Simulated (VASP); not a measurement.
The system is MgNiH.

```xyz
3
Lattice="3.0881 0.0000 0.0000 0.0000 3.0881 0.0000 0.0000 0.0000 3.2570" Properties=species:S:1:pos:R:3 pbc="T T T"
Mg    0.0000    0.0000    0.0000
Ni    1.5441    1.5441    1.6285
H     1.5441    1.5441    0.0000
```

Base run:

```yaml
Program: VASP 6.6.1
Functional: LDA
Potentials_or_basis: VASP PAW LDA potentials, release 64 (Mg, Ni, H)
Cutoff: 520 eV
k_mesh: 11 × 11 × 10
Occupations: fermi-dirac, width 0.1 eV
Spin: collinear spin, ferromagnetic start
Starting_moments: "[0.07, 0.93, 0.07] μB"
Fixed_moment: 1.8 μB
```

Its results: pressure 2.0 GPa; site moments Mg +0.08; Ni +1.19; H +0.04 μB.

**Question.** The run is repeated on the same cell with these changes: fixed moment from 1.8 μB to 0.4 μB; moments at the start from [0.07, 0.93, 0.07] to [0.01, 0.25, 0.01]. What comes out?

**Answer.** Pressure -6.2 GPa; site moments Mg +0.01; Ni +0.29; H +0.01 μB.

Caveats: the total moment is fixed, so each spin has its own Fermi level and the state may be an excited one; the cell stands under tension (at least some runs).
